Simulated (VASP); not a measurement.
Wanted: the native input for a VASP 6.6.1 run.

```
Task                            : G0W0 quasiparticle levels
Functional                      : PBE
Potentials or basis             : VASP PAW PBE potentials, release 64 (Ga_d_GW, N_GW)
Cutoff                          : 500 eV
k mesh                          : 6 × 6 × 6
Occupations                     : gaussian, width 0.01 eV
Spin                            : no spin polarisation
Dipole correction               : no
GW scheme                       : G0W0
GW iterations                   : 1
Cutoff of the response function : 140
Frequency points                : 96
Empty bands                     : 70
Further INCAR settings          : ALGO = EVGW0; EDIFF = 1e-08; NBANDS = 79
```

GaN:

```
CELL_PARAMETERS angstrom
0.00000 2.10852 2.10852
2.10852 0.00000 2.10852
2.10852 2.10852 0.00000
ATOMIC_POSITIONS crystal
Ga 0.00000 0.00000 0.00000
N 0.50000 0.50000 0.50000
```

The input as run:

POSCAR

```
GaN
1.0
    0.0000000000      2.1085152362      2.1085152362
    2.1085152362      0.0000000000      2.1085152362
    2.1085152362      2.1085152362      0.0000000000
Ga N
1 1
Direct
    0.0000000000      0.0000000000      0.0000000000
    0.5000000000      0.5000000000      0.5000000000
```

INCAR.step1

```
PREC = Accurate ; ENCUT = 500
EDIFF = 1E-8 ; ISMEAR = 0
SIGMA = 0.01 ; LREAL = False
LASPH = True ; NELM = 100
ALGO = Normal ; LWAVE = True
LCHARG = False ; GGA = PE
```

INCAR.step2

```
PREC = Accurate ; ENCUT = 500
EDIFF = 1E-8 ; ISMEAR = 0
SIGMA = 0.01 ; LREAL = False
LASPH = True ; NELM = 1
ALGO = Exact ; LWAVE = True
LCHARG = False ; GGA = PE
NBANDS = 79 ; LOPTICS = True
ISTART = 1
```

INCAR.step3

```
PREC = Accurate ; ENCUT = 500
EDIFF = 1E-8 ; ISMEAR = 0
SIGMA = 0.01 ; LREAL = False
LASPH = True ; ALGO = EVGW0
LWAVE = False ; LCHARG = False
GGA = PE ; NELMGW = 1
NBANDS = 79 ; ENCUTGW = 140.0
NOMEGA = 96 ; PRECFOCK = Fast
ISTART = 1 ; NBANDSGW = 17
OMEGAMAX = 20
```

KPOINTS

```
Automatic mesh
0
Gamma
  6 6 6
```

Potentials or basis: VASP PAW PBE potentials, release 64 (Ga_d_GW, N_GW).

Command:

```sh
$ cat potpaw_PBE.64/Ga_d_GW/POTCAR potpaw_PBE.64/N_GW/POTCAR > POTCAR
$ cp INCAR.step1 INCAR
$ mpirun -np 1 vasp_std > vasp.out
$ cp INCAR.step2 INCAR
$ mpirun -np 1 vasp_std > vasp.out
$ cp INCAR.step3 INCAR
$ mpirun -np 1 vasp_std > vasp.out
```

Results of the run:

```json
{
 "Quasiparticle gap": "1.51 eV",
 "Least direct quasiparticle gap": "3.85 eV",
 "Band gap of the starting levels on the mesh": "0.62 eV",
 "Least direct gap of the starting levels on the mesh": "2.83 eV"
}
```

Caveat: the k points lie up to 0.43 Å⁻¹ apart; bands, screening cutoff and mesh are small and nothing is extrapolated, so the quasiparticle values aren't converged; the structure was generated, so it needn't be the stable form of GaN.

Wall time 5.1 min on 1 thread of AMD EPYC 9R45 96-Core Processor (Zen 5), with other jobs on the host, peak memory 0.35 GiB.
